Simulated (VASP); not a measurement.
Wanted: the native input for a VASP 6.6.1 run.

| Property | Result |
| --- | --- |
| Task | single point |
| Functional | PBEsol |
| Potentials or basis | VASP PAW PBE potentials, release 64 (Cs_sv, Rb_sv, Mo_sv, F) |
| Cutoff | 520 eV |
| k mesh | 6 × 6 × 6 |
| Occupations | gaussian, width 0.02 eV |
| Spin | collinear spin, ferromagnetic start |
| Starting moments | [0.0, 0.0, 0.0, 1.86, 0.0, 0.0, 0.0, 0.0, 0.0, 0.0] μB |
| Dipole correction | no |
| Further INCAR settings | ALGO = Normal; EDIFF = 1e-06; NBANDS = 56 |

The structure of CsRb2MoF6 lies in POSCAR:

```
CsRb2MoF6
1.0
    0.0000000000      4.7686945089      4.7686945089
    4.7686945089      0.0000000000      4.7686945089
    4.7686945089      4.7686945089      0.0000000000
Cs Rb Mo F
1 2 1 6
Direct
    0.5000000000      0.5000000000      0.5000000000
    0.2500000000      0.2500000000      0.2500000000
    0.7500000000      0.7500000000      0.7500000000
    0.0000000000      0.0000000000      0.0000000000
    0.2139529901      0.2139529901      0.7860470099
    0.2139529901      0.7860470099      0.7860470099
    0.7860470099      0.7860470099      0.2139529901
    0.2139529901      0.7860470099      0.2139529901
    0.7860470099      0.2139529901      0.7860470099
    0.7860470099      0.2139529901      0.2139529901
```

The input as run:

INCAR

```
ALGO = Normal ; EDIFF = 1E-6
ENCUT = 520 ; GGA = PS
ISIF = 2 ; ISMEAR = 0
ISPIN = 2 ; LASPH = T
LCHARG = T ; LELF = T
LMAXMIX = 4 ; LORBIT = 11
LREAL = F ; LVHAR = T
LWAVE = F ; MAGMOM = 0 0 0 1.86 0 0 0 0 0 0
NBANDS = 56 ; NELM = 150
PREC = Accurate ; SIGMA = 0.02
```

KPOINTS

```
k-points
0
Gamma
  6 6 6
```

Potentials or basis: VASP PAW PBE potentials, release 64 (Cs_sv, Rb_sv, Mo_sv, F).

Run with:

```console
$ cat potpaw_PBE.64/Cs_sv/POTCAR potpaw_PBE.64/Rb_sv/POTCAR potpaw_PBE.64/Mo_sv/POTCAR potpaw_PBE.64/F/POTCAR > POTCAR
$ mpirun -np 1 vasp_std > vasp.out
```

Results of the run:

```
Pressure                                              : 0.0 GPa
Largest force                                         : 0.045 eV/Å
Band gap on the k mesh                                : 0.95 eV, indirect (least direct gap 1.08 eV)
Net moment                                            : 3.00 μB per cell
Site moments                                          : Cs -0.00; Rb +0.00; Mo +2.51; F +0.03 μB
Valence electrons inside the program's atomic spheres : Cs 6.62; Rb 7.29; Mo 12.18; F 6.07
```

Caveat: the PAW data sets were made with another functional, which shifts forces and pressure a little; spin-orbit coupling is left out, which moves the levels of the heavy elements.

It took 8.7 min on 1 thread of Intel Xeon 6975P-C, with other jobs on the host, peak memory 0.63 GiB.
